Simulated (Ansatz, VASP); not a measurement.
Two plane-wave programs on Pt

```
CELL_PARAMETERS angstrom
0.00000 1.96090 1.96090
1.96090 0.00000 1.96090
1.96090 1.96090 0.00000
ATOMIC_POSITIONS crystal
Pt 0.00000 0.00000 0.00000
```

Alike in both runs: task relaxation of cell and atoms; functional BLYP; dispersion D3(BJ); k mesh 12 × 12 × 12; occupations fermi-dirac, width 0.05 eV; no spin polarisation.

```csv
,VASP,Ansatz
version,VASP 6.6.1,Ansatz 0.2.0
potentials or method,"VASP PAW PBE potentials, release 64 (Pt)",Ansatz PAW
plane-wave cutoff (eV),600,420
valence electrons in the cell,10,18
```

Ansatz gave:

- relaxed volume (Å³/atom): 15.37
- relaxed cell length with the largest relative difference (Å): 2.791

Which values does VASP return?

Relaxed volume (Å³/atom): 15.46; relaxed cell length with the largest relative difference (Å): 2.796.

VASP's potentials were made for PBE, not for BLYP. VASP's potentials hold 10 valence electrons a cell and Ansatz's 18, so a difference there can come from the potentials and not from the codes.

Spin-orbit coupling is off throughout. Noted on Ansatz's run: the plane-wave basis is chosen anew once the cell has moved, so the energies of steps on either side of that aren't comparable.
